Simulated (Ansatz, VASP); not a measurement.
One calculation of Cu, two programs

INCAR

```
SYSTEM = Cu
PREC = Accurate
ENCUT = 520
EDIFF = 1E-6
ISMEAR = 0
SIGMA = 0.15
LREAL = .FALSE.
LASPH = .TRUE.
NELM = 100
ALGO = Fast
ISIF = 2
LWAVE = .FALSE.
LCHARG = .FALSE.
GGA = PE
NBANDS = 12
```

KPOINTS

```
regular mesh
0
G
  22 22 22
  0 0 0
```

File POSCAR:

```
Cu
1.0
    0.0564843750      1.8075000000      1.8075000000
    1.8639843750      0.0000000000      1.8639843750
    1.8075000000      1.8075000000      0.0564843750
Cu
1
Direct
    0.0000000000      0.0000000000      0.0000000000
```

Input for Ansatz:

```yaml
crystal:
  lattice:
    - [0.056484375, 1.8075, 1.8075]
    - [1.863984375, 0.0, 1.863984375]
    - [1.8075, 1.8075, 0.056484375]
  atoms:
    - { symbol: Cu, position: [0.0, 0.0, 0.0] }
basis:
  ecutwfc: 420
kpoints:
  mp_grid: { grid: [22, 22, 22] }
hamiltonian:
  xc: pbe
scf:
  occupations: { method: gaussian, width: 0.15 }
output:
  forces: true
  stress: true
  eigenvalues: true
```

Change from the starting cell: strain +0.0625 x Voigt [0, 0, 0, 0, 1, 0], atoms carried along.

Alike in both runs: task single point; functional PBE; k mesh 22 × 22 × 22; occupations gaussian, width 0.15 eV; no spin polarisation.

```csv
,VASP,Ansatz
version,VASP 6.6.1,Ansatz 0.2.0
potentials or method,"VASP PAW PBE potentials, release 64 (Cu), cutoff 520 eV","scalar-relativistic, plane waves, PAW"
valence electrons in the cell,11,19
```

```csv
,VASP,Ansatz,Ansatz less VASP
gap on the k mesh at the Fermi level (eV),none,none,-
pressure (GPa),2.9,2.4,-0.46
"traceless stress, the component that is largest in VASP (GPa)",-5.39,-5.39,+0.003
```

A gap of «none» marks a metal or a gap that the smearing closes. VASP's potentials hold 11 valence electrons a cell and Ansatz's 19, so a difference there can come from the potentials and not from the codes.
